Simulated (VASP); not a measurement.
# Si (Fd-3m) in VASP: a series of runs

The runs below take Si through single point, with LDA.

Program: VASP 6.6.1. These are calculated values, not measurements. Logs are shortened: lines on timing, memory, paths and dates and some standing lists are left out, and cuts for length are marked.

**1. The cell of the first run**

The structure is cubic, space group Fd-3m (No. 227). Conventional cell: a = 5.431 Å, b = 5.431 Å, c = 5.431 Å, α = 90.00°, β = 90.00°, γ = 90.00°. Within 3.1 Å of Si (site symmetry -43m) lie 4 Si at 2.35 Å.

**2. Single point, LDA**

The input, INCAR:

```
SYSTEM = Si
PREC = Accurate
ENCUT = 520
EDIFF = 1E-6
ISMEAR = 0
SIGMA = 0.05
LREAL = .FALSE.
LASPH = .TRUE.
NELM = 60
ALGO = Normal
ISIF = 2
LWAVE = .FALSE.
LCHARG = .FALSE.
GGA = CA
NBANDS = 11
```

The input, KPOINTS:

```
Automatic mesh
0
G
  12 12 12
  0 0 0
```

The input, POSCAR:

```
Si
1.0
    0.0000000000      2.7154700000      2.7154700000
    2.7154700000      0.0000000000      2.7154700000
    2.7154700000      2.7154700000      0.0000000000
Si
2
Direct
    0.5000000000      0.5000000000      0.5000000000
    0.7500000000      0.7500000000      0.7500000000
```

Potentials or basis: VASP PAW LDA potentials, release 64 (Si).

Started as:

```sh
> cat potpaw_LDA.64/Si/POTCAR > POTCAR
> mpirun -np 1 vasp_std > vasp.out
```

OUTCAR:

```text
SYSTEM = Si
   PREC = Accurate
   ENCUT = 520
   EDIFF = 1E-6
   ISMEAR = 0
   LREAL = .FALSE.
   LASPH = .TRUE.
   NELM = 60
   ISIF = 2
   GGA = CA

 ion  position               nearest neighbor table
   1  0.500  0.500  0.500-   2 2.35   2 2.35   2 2.35   2 2.35
   2  0.750  0.750  0.750-   1 2.35   1 2.35   1 2.35   1 2.35

  LATTYP: Found a face centered cubic cell.
 ALAT       =     5.4309400000

  Lattice vectors:

 A1 = (   0.0000000000,   2.7154700000,   2.7154700000)
 A2 = (   2.7154700000,   0.0000000000,   2.7154700000)
 A3 = (   2.7154700000,   2.7154700000,   0.0000000000)

Analysis of symmetry for initial positions (statically):
=====================================================================
 Subroutine PRICEL returns:
 Original cell was already a primitive cell.

 Routine SETGRP: Setting up the symmetry group for a
 face centered cubic supercell.

 Subroutine GETGRP returns: Found 48 space group operations
 (whereof 24 operations were pure point group operations)
 out of a pool of 48 trial point group operations.

The static configuration has the point symmetry T_d .
 The point group associated with its full space group is O_h .

Analysis of symmetry for dynamics (positions and initial velocities):
=====================================================================
 Subroutine PRICEL returns:
 Original cell was already a primitive cell.

 Routine SETGRP: Setting up the symmetry group for a
 face centered cubic supercell.

 Subroutine GETGRP returns: Found 48 space group operations
 (whereof 24 operations were pure point group operations)
 out of a pool of 48 trial point group operations.

The dynamic configuration has the point symmetry T_d .
 The point group associated with its full space group is O_h .

 Subroutine INISYM returns: Found 48 space group operations
 (whereof 24 operations are pure point group operations),
 and found     1 'primitive' translations

----------------------------------------------------------------------------------------

                                     Primitive cell

  volume of cell :      40.0465

  direct lattice vectors                    reciprocal lattice vectors
     0.000000000  2.715470000  2.715470000    -0.184130187  0.184130187  0.184130187
     2.715470000  0.000000000  2.715470000     0.184130187 -0.184130187  0.184130187
     2.715470000  2.715470000  0.000000000     0.184130187  0.184130187 -0.184130187

  length of vectors
[... 90 lines left out ...]
   POTIM  = 0.5000    time-step for ionic-motion
   TEBEG  =    0.0;   TEEND  =   0.0 temperature during run
   PSTRESS=    0.0 pullay stress
   NELECT =       8.0000    total number of electrons
   NUPDOWN=      -1.0000    fix difference up-down
   EMIN   =  10.00;   EMAX   =-10.00  energy-range for DOS
   EFERMI =   0.00;   METHOD = LEGACY
   ISMEAR =     0;   SIGMA  =   0.05  broadening in eV -4-tet -1-fermi 0-gaus
   EFERMI_NEDOS =   21; number of points for ismear=-14 and -15
   IALGO  =     38    algorithm
   IMIX   =      4    mixing-type and parameters
     AMIX     =   0.40;   BMIX     =  1.00
     AMIX_MAG =   1.60;   BMIX_MAG =  1.00
  volume/ion in A,a.u.               =      20.02       135.12
  Fermi-wavevector in a.u.,A,eV,Ry     =   0.957010  1.808487 12.461143  0.915868
  Thomas-Fermi vector in A             =   2.085990
   LORBIT       =      0    0 simple, 1 ext, 2 COOP (PROOUT), +10 PAW based schemes
   GGA     = CA    functional components
   LHFCALC =     F    Hartree Fock is set to
   AEXX    =    0.0000 exact exchange contribution
   IVDW    =     0    specifies the selected vdW correction
   LEPSILON=     F    determine dielectric tensor
   LRPA    =     F    only Hartree local field effects (RPA)
 non-spin polarized calculation
 Gauss-broadening in eV      SIGMA  =   0.05
  energy-cutoff  :      520.00
  volume of cell :       40.05
 maximum number of plane-waves:      1090
 NGX is ok and might be reduce to    30

 number of electron       8.0000000 magnetization

 Free energy of the ion-electron system (eV)
  ---------------------------------------------------
  ext. energy  EPLUGINS =         0.00000000
  ---------------------------------------------------
  free energy    TOTEN  =       -11.91695232 eV

  energy without entropy =      -11.91695232  energy(sigma->0) =      -11.91695232

 E-fermi :   6.0313     XC(G=0):  -9.6053

 val. band max:        5.7681785868   @ k =   0.0000   0.0000   0.0000
 cond. band min:       6.2377150826   @ k =   0.4167   0.4167   0.0000
 fundamental gap:      0.4695364958
 Fermi energy:         6.0312787072

 k-point     1 :       0.0000    0.0000    0.0000
  band No.  band energies     occupation
      1      -6.1881      2.00000
      2       5.7682      2.00000
      3       5.7682      2.00000
      4       5.7682      2.00000
      5       8.2924      0.00000
      6       8.2924      0.00000
      7       8.2924      0.00000
      8       8.9757      0.00000
      9      13.4452      0.00000
     10      13.4959      0.00000
     11      13.4959      0.00000
[... 309 lines left out ...]
 k-point    24 :      -0.4167    0.1667    0.0000
  band No.  band energies     occupation
      1      -3.5773      2.00000
      2      -1.0118      2.00000
      3       2.7592      2.00000
      4       4.1776      2.00000
      5       7.8672      0.00000
      6       9.7485      0.00000
      7      10.1149      0.00000
      8      13.6367      0.00000
      9      14.1851      0.00000
     10      14.5029      0.00000
     11      16.7825      0.00000

 [... further k-points ...]

------------------------ aborting loop because EDIFF is reached ----------------------------------------

  FORCE on cell =-STRESS in cart. coord.  units (eV):
  Direction    XX          YY          ZZ          XY          YZ          ZX
  --------------------------------------------------------------------------------------
  -------------------------------------------------------------------------------------
  Total       -0.3640128     -0.3640128     -0.3640128      0.0000000      0.0000000      0.0000000
  in kB      -14.5633798    -14.5633798    -14.5633798      0.0000000      0.0000000      0.0000000
  external PRESSURE =     -14.5633798 kB  Pullay stress =       0.0000000 kB

 VOLUME and BASIS-vectors are now :
 -----------------------------------------------------------------------------
  energy-cutoff  :      520.00
  volume of cell :       40.05
      direct lattice vectors                 reciprocal lattice vectors
     0.000000000  2.715470000  2.715470000    -0.184130187  0.184130187  0.184130187
     2.715470000  0.000000000  2.715470000     0.184130187 -0.184130187  0.184130187
     2.715470000  2.715470000  0.000000000     0.184130187  0.184130187 -0.184130187

 POSITION                                       TOTAL-FORCE (eV/Angst)
 -----------------------------------------------------------------------------------
      2.71547      2.71547      2.71547        -0.000000     -0.000000     -0.000000
      4.07320      4.07320      4.07320         0.000000      0.000000      0.000000
 -----------------------------------------------------------------------------------
    total drift:                                0.000000     -0.000000     -0.000000

  FREE ENERGIE OF THE ION-ELECTRON SYSTEM (eV)
  ---------------------------------------------------
  free  energy   TOTEN  =       -11.9169523216 eV

  energy  without entropy=      -11.9169523216  energy(sigma->0) =      -11.91695232
```

stdout:

```text
POSCAR found type information on POSCAR Si
 POSCAR found :  1 types and       2 ions
 scaLAPACK will be used
 LDA part: xc-table for (Slater(with rela. corr.)+CA(PZ))
 , standard interpolation
 POSCAR, INCAR and KPOINTS ok, starting setup
 FFT: planning ... GRIDC
 FFT: planning ... GRID_SOFT
 FFT: planning ... GRID
 WAVECAR not read
 entering main loop
```

It took 28 s on 1 thread of Intel Xeon Platinum 8259CL at 2.50GHz (Skylake/Cascade Lake), shared host; peak memory 0.15 GiB.

Results:

```yaml
Free_energy: -11.9170 eV
Pressure: -1.5 GPa
Band_gap_on_the_k_mesh: 0.47 eV, indirect (least direct gap 2.52 eV)
```

Levels at points of the mesh, in eV from the valence-band top:
| k point | band 2 | band 3 | band 4 | band 5 | band 6 | band 7 |
| --- | --- | --- | --- | --- | --- | --- |
| (0.00, 0.00, 0.00) | 0.00 | 0.00 | 0.00 | 2.52 | 2.52 | 2.52 |
| (0.50, 0.00, 0.00) | -6.99 | -1.19 | -1.19 | 1.43 | 3.29 | 3.29 |
| (0.50, 0.50, 0.00) | -7.81 | -2.85 | -2.85 | 0.60 | 0.60 | 9.98 |

A k mesh can miss the band edges. As with any semilocal functional, this LDA gap is likely too small.

**3. Single point, LDA**

This run uses another cell than the first one: it holds 8 atoms, not 2.

The input, INCAR:

```
SYSTEM = Si
  PREC = Accurate
  ENCUT = 520
  EDIFF = 1E-7
  ISMEAR = 0
  SIGMA = 0.05
  LREAL = .False.
  LASPH = .True.
  NELM = 100
  ALGO = Normal
  ISIF = 2
  LWAVE = .False.
  LCHARG = .False.
  GGA = CA
  NBANDS = 26
```

The input, KPOINTS:

```
regular mesh
0
Gamma
  6 6 6
  0 0 0
```

The input, POSCAR:

```
Si
1.0
    5.4309400000      0.0000000000      0.0000000000
    0.0000000000     -5.4309400000      0.0000000000
    0.0000000000      0.0000000000     -5.4309400000
Si
8
Direct
    0.5000000000      0.0000000000      0.0000000000
    0.0000000000      0.5000000000      0.0000000000
    0.0000000000      0.0000000000      0.5000000000
    0.5000000000      0.5000000000      0.5000000000
    0.7500000000      0.7500000000      0.7500000000
    0.2500000000      0.2500000000      0.7500000000
    0.2500000000      0.7500000000      0.2500000000
    0.7500000000      0.2500000000      0.2500000000
```

Potentials or basis: VASP PAW LDA potentials, release 64 (Si).

Started as:

```sh
> cat potpaw_LDA.64/Si/POTCAR > POTCAR
> mpirun -np 1 vasp_std > vasp.out
```

It took 50 s on 1 thread of Intel Xeon Platinum 8259CL at 2.50GHz (Skylake/Cascade Lake), shared host; peak memory 0.21 GiB.

Results (log left out):

| Item | Value |
| --- | --- |
| Free energy | -47.6675 eV |
| Pressure | -1.5 GPa |
| Band gap on the k mesh | 0.47 eV |

Levels at points of the mesh, in eV from the valence-band top:
```csv
k point,band 13,band 14,band 15,band 16,band 17,band 18,band 19,band 20
"(0.00, 0.00, 0.00)",-2.85,0.00,0.00,0.00,0.60,0.60,0.60,0.60
"(0.50, 0.00, 0.00)",-1.89,-1.89,-1.89,-1.89,1.04,1.04,3.03,3.03
"(0.50, 0.50, 0.00)",-1.33,-1.33,-1.33,-1.33,2.37,2.37,2.37,2.37
"(0.50, 0.50, 0.50)",-1.20,-1.20,-1.20,-1.20,1.43,1.43,1.43,1.43
```
